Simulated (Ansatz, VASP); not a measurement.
## Two plane-wave programs on MgO

Contents of INCAR:

```
PREC = Accurate
ENCUT = 520
EDIFF = 1E-6
ISMEAR = 0
SIGMA = 0.05
LREAL = False
LASPH = True
NELM = 80
ALGO = Normal
ISIF = 2
LWAVE = False
LCHARG = False
GGA = PS
NBANDS = 11
```

The input KPOINTS:

```
regular mesh
0
Gamma
  10 10 10
```

Contents of POSCAR:

```
MgO
1.0
    0.0000000000      2.1071057202      1.9806793770
    2.1071057202      0.0000000000      1.9806793770
    2.1071057202      2.1071057202      0.0000000000
Mg O
1 1
Direct
    0.0000000000      0.0000000000      0.0000000000
    0.5000000000      0.5000000000      0.5000000000
```

Input for Ansatz:

```yaml
crystal:
  lattice:
    - [0.0, 2.1071057202, 1.980679377]
    - [2.1071057202, 0.0, 1.980679377]
    - [2.1071057202, 2.1071057202, 0.0]
  atoms:
    - { symbol: Mg, position: [0.0, 0.0, 0.0] }
    - { symbol: O, position: [0.5, 0.5, 0.5] }
basis:
  ecutwfc: 420
kpoints:
  mp_grid: { grid: [10, 10, 10] }
hamiltonian:
  xc: pbesol
scf:
  occupations: { method: gaussian, width: 0.05 }
output:
  forces: true
  stress: true
  eigenvalues: true
```

Change from the starting cell: strain -0.0600 x Voigt [0, 0, 1, 0, 0, 0], atoms carried along.

Alike in both runs: task single point; functional PBEsol; k mesh 10 × 10 × 10; occupations gaussian, width 0.05 eV; no spin polarisation.

|  | VASP | Ansatz |
| --- | --- | --- |
| version | VASP 6.6.1 | Ansatz 0.2.0 |
| potentials or method | VASP PAW PBE potentials, release 64 (Mg, O), cutoff 520 eV | scalar-relativistic, plane waves, PAW |
| valence electrons in the cell | 8 | 16 |

```tsv
	VASP	Ansatz	Ansatz less VASP
gap on the k mesh at the Fermi level (eV)	5.16	5.16	-0.003
least direct gap on the mesh (eV)	5.16	5.16	-0.003
pressure (GPa)	12.3	12.6	+0.36
traceless stress, the component that is largest in VASP (GPa)	13.23	13.09	-0.142
```

VASP's potentials were made for PBE, not for PBEsol. With one functional, cell and mesh, what is left measures potentials, basis and numerics. VASP's potentials hold 8 valence electrons a cell and Ansatz's 16, so a difference there can come from the potentials and not from the codes.
